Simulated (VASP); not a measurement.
Here is a VASP 6.6.1 calculation.

Contents of POSCAR:

```
WSe2
1.0
    3.3463272613      0.0000000000      0.0000000000
   -1.6731636307      2.8980044177      0.0000000000
    0.0000000000      0.0000000000     17.3221660011
W Se
1 2
Direct
    0.0000000000      0.0000000000      0.0000000000
    0.3333333333      0.6666666667      0.0968051669
    0.3333333333      0.6666666667      0.9031948331
```

File INCAR.step1:

```
ALGO     = Normal         # electronic algorithm
EDIFF    = 1E-4           # SCF threshold, eV
ENCUT    = 600            # plane-wave cutoff, eV
GGA      = PE             # functional
ISMEAR   = 0              # smearing method
LASPH    = True           # aspherical terms in the spheres
LCHARG   = False          # write CHGCAR
LREAL    = False          # projectors in reciprocal space
LWAVE    = True           # write WAVECAR
NELM     = 60             # most SCF steps
PREC     = Accurate       # precision mode
SIGMA    = 0.02           # smearing width, eV
```

INCAR.step2

```
ALGO     = Normal         # electronic algorithm
EDIFF    = 1E-6           # SCF threshold, eV
EDIFFG   = -0.01          # ionic threshold
ENCUT    = 600            # plane-wave cutoff, eV
IBRION   = 2              # ionic algorithm
ISIF     = 4              # what is computed and relaxed
ISMEAR   = 0              # smearing method
ISTART   = 1            
LASPH    = True           # aspherical terms in the spheres
LCHARG   = False          # write CHGCAR
LMIXTAU  = True         
LREAL    = False          # projectors in reciprocal space
LWAVE    = False          # write WAVECAR
METAGGA  = R2SCAN         # meta-GGA
NELM     = 60             # most SCF steps
NSW      = 50             # ionic steps
PREC     = Accurate       # precision mode
SIGMA    = 0.02           # smearing width, eV
```

The input KPOINTS:

```
k-points
0
Gamma
  9 9 2
```

Potentials or basis: VASP PAW PBE potentials, release 64 (W_sv, Se).

Launch:

```console
$ cat potpaw_PBE.64/W_sv/POTCAR potpaw_PBE.64/Se/POTCAR > POTCAR
$ cp INCAR.step1 INCAR
$ mpirun -np 1 vasp_std > vasp.out
$ cp INCAR.step2 INCAR
$ mpirun -np 1 vasp_std > vasp.out
```

**Question.** Estimate the band gap on the k mesh.

**Answer.** 1.63 eV.

Final structure:
```
W Se
1.0
     3.31756    0.00000    0.00000
    -1.65878    2.87309    0.00000
     0.00000    0.00000   17.62392
W Se
1 2
Direct
  0.00000 0.00000 0.00000
  0.33333 0.66667 0.09432
  0.33333 0.66667 0.90568
```

Caveat: spin-orbit coupling is left out, which moves the levels of the heavy elements.
